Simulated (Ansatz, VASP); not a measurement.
SiTe4H: VASP beside Ansatz

INCAR

```
  PREC = Accurate
  ENCUT = 520
  EDIFF = 1E-6
  ISMEAR = 0
  SIGMA = 0.1
  LREAL = F
  LASPH = T
  NELM = 80
  ALGO = Normal
  ISIF = 2
  LWAVE = F
  LCHARG = F
  GGA = PE
  NBANDS = 24
```

KPOINTS

```
regular mesh
0
Gamma
  4 4 4
```

The input POSCAR:

```
SiTe4H
1.0
    6.2195625300      0.0000000000      0.0000000000
    0.0000000000      6.2195625300      0.0000000000
    0.0000000000      0.0000000000      4.9139236500
Si Te H
1 4 1
Direct
    0.0000000000      0.0000000000      0.0000000000
    0.2165332200      0.5000000000      0.5000000000
    0.7834667800      0.5000000000      0.5000000000
    0.5000000000      0.7834667800      0.5000000000
    0.5000000000      0.2165332200      0.5000000000
    0.5000000000      0.5000000000      0.5000000000
```

Input for Ansatz:

```yaml
crystal:
  lattice:
    - [6.21956253, 0.0, 0.0]
    - [0.0, 6.21956253, 0.0]
    - [0.0, 0.0, 4.91392365]
  atoms:
    - { symbol: Si, position: [0.0, 0.0, 0.0] }
    - { symbol: Te, position: [0.21653322, 0.5, 0.5] }
    - { symbol: Te, position: [0.78346678, 0.5, 0.5] }
    - { symbol: Te, position: [0.5, 0.78346678, 0.5] }
    - { symbol: Te, position: [0.5, 0.21653322, 0.5] }
    - { symbol: H, position: [0.5, 0.5, 0.5] }
basis:
  ecutwfc: 420
kpoints:
  mp_grid: { grid: [4, 4, 4] }
hamiltonian:
  xc: pbe
scf:
  occupations: { method: gaussian, width: 0.1 }
  lower_state_search: "off"
output:
  forces: true
  stress: true
  eigenvalues: true
```

Alike in both runs: task single point; functional PBE; k mesh 4 × 4 × 4; occupations gaussian, width 0.1 eV; no spin polarisation.

```csv
,VASP,Ansatz
version,VASP 6.6.1,Ansatz 0.2.0
potentials or method,"VASP PAW PBE potentials, release 64 (Si, Te, H), cutoff 520 eV","scalar-relativistic, plane waves, PAW"
valence electrons in the cell,29,69
```

Ansatz gave:

| Quantity | Value |
| --- | --- |
| gap on the k mesh at the Fermi level (eV) | none |
| pressure (GPa) | 23.0 |
| traceless stress, the component that is largest in VASP (GPa) | -26.33 |
| rms of the force components (eV/Å) | 3.552 |

**Question.** What did VASP give for the same quantities?

**Answer.** gap on the k mesh at the Fermi level (eV): none; pressure (GPa): 23.3; traceless stress, the component that is largest in VASP (GPa): -26.65; rms of the force components (eV/Å): 3.659.

Atom by atom the forces differ by 0.107 eV/Å (rms over components). A gap of «none» marks a metal or a gap that the smearing closes. VASP's potentials hold 29 valence electrons a cell and Ansatz's 69, so a difference there can come from the potentials and not from the codes.

Spin-orbit coupling is off throughout.
